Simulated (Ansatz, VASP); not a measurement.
# One calculation of SrO, two programs

File INCAR:

```
  ALGO = Normal
  EDIFF = 1E-6
  ENCUT = 520
  GGA = PE
  ISIF = 2
  ISMEAR = 0
  LASPH = T
  LCHARG = F
  LREAL = F
  LWAVE = F
  NBANDS = 15
  NELM = 60
  PREC = Accurate
  SIGMA = 0.02
```

KPOINTS

```
k-points
0
Gamma
  8 8 8
```

The input POSCAR:

```
SrO
1.0
   -0.2055840000      2.5438193220      2.5438193220
    2.5438193220     -0.2055840000      2.5438193220
    2.5438193220      2.5438193220     -0.2055840000
Sr O
1 1
Direct
    0.0000000000      0.0000000000      0.0000000000
    0.5000000000      0.5000000000      0.5000000000
```

Input for Ansatz:

```yaml
crystal:
  lattice:
    - [-0.205584, 2.543819322, 2.543819322]
    - [2.543819322, -0.205584, 2.543819322]
    - [2.543819322, 2.543819322, -0.205584]
  atoms:
    - { symbol: Sr, position: [0.0, 0.0, 0.0] }
    - { symbol: O, position: [0.5, 0.5, 0.5] }
basis:
  ecutwfc: 420
kpoints:
  mp_grid: { grid: [8, 8, 8] }
hamiltonian:
  xc: pbe
scf:
  occupations: { method: gaussian, width: 0.02 }
output:
  forces: true
  stress: true
  eigenvalues: true
```

Alike in both runs: task single point; functional PBE; k mesh 8 × 8 × 8; occupations gaussian, width 0.02 eV; no spin polarisation.

|  | VASP | Ansatz |
| --- | --- | --- |
| version | VASP 6.6.1 | Ansatz 0.2.0 |
| potentials or method | VASP PAW PBE potentials, release 64 (Sr_sv, O), cutoff 520 eV | scalar-relativistic, plane waves, PAW |
| valence electrons in the cell | 16 | 16 |

```csv
,VASP,Ansatz,Ansatz less VASP
gap on the k mesh at the Fermi level (eV),3.07,3.11,+0.039
least direct gap on the mesh (eV),3.16,3.18,+0.018
pressure (GPa),-3.9,-4.3,-0.40
"traceless stress, the component that is largest in VASP (GPa)",3.38,3.38,+0.007
```
